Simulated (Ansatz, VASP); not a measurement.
# One calculation of Ge, two programs

File POSCAR:

```
Ge
1.0
    1.3867709386     -2.5504887059      0.0000000000
    1.3867709386      2.5504887059      0.0000000000
    0.0000000000      0.0000000000      2.6462165275
Ge
1
Direct
    0.5000000000      0.5000000000      0.0000000000
```

Contents of INCAR.step1:

```
PREC = Accurate
ENCUT = 520
ISMEAR = 0
SIGMA = 0.15
LREAL = False
LASPH = True
NELM = 80
NBANDS = 13
GGA = PE
ALGO = Normal
EDIFF = 1E-4
LWAVE = True
LCHARG = False
```

INCAR.step2

```
PREC = Accurate
ENCUT = 520
EDIFF = 1E-6
ISMEAR = 0
SIGMA = 0.15
LREAL = False
LASPH = True
NELM = 80
ALGO = Normal
ISIF = 2
LWAVE = False
LCHARG = False
METAGGA = R2SCAN
LMIXTAU = True
NBANDS = 13
ISTART = 1
```

KPOINTS

```
regular mesh
0
Gamma
  24 24 22
```

Input for Ansatz:

```yaml
crystal:
  lattice:
    - [1.3867709385, -2.5504887062, 0.0]
    - [1.3867709385, 2.5504887062, 0.0]
    - [0.0, 0.0, 2.6462165267]
  atoms:
    - { symbol: Ge, position: [0.5, 0.5, 0.0] }
basis:
  ecutwfc: 500
kpoints:
  mp_grid: { grid: [24, 24, 22] }
hamiltonian:
  xc: r2scan
scf:
  occupations: { method: gaussian, width: 0.15 }
output:
  forces: true
  stress: true
  eigenvalues: true
  write_density: true
  write_potential: true
  elf: true
  volumetric_format: npy
```

Alike in both runs: task single point; functional r2SCAN; k mesh 24 × 24 × 22; occupations gaussian, width 0.15 eV; no spin polarisation.

|  | VASP | Ansatz |
| --- | --- | --- |
| version | VASP 6.6.1 | Ansatz 0.2.0 |
| potentials or method | VASP PAW PBE potentials, release 64 (Ge_d), cutoff 520 eV | scalar-relativistic, plane waves, PAW |
| valence electrons in the cell | 14 | 14 |

```csv
,VASP,Ansatz,Ansatz less VASP
gap on the k mesh at the Fermi level (eV),none,none,-
pressure (GPa),-0.2,0.0,+0.24
"traceless stress, the component that is largest in VASP (GPa)",-1.40,-1.33,+0.069
```

VASP's potentials were made for PBE, not for r2SCAN. A gap of «none» marks a metal or a gap that the smearing closes.
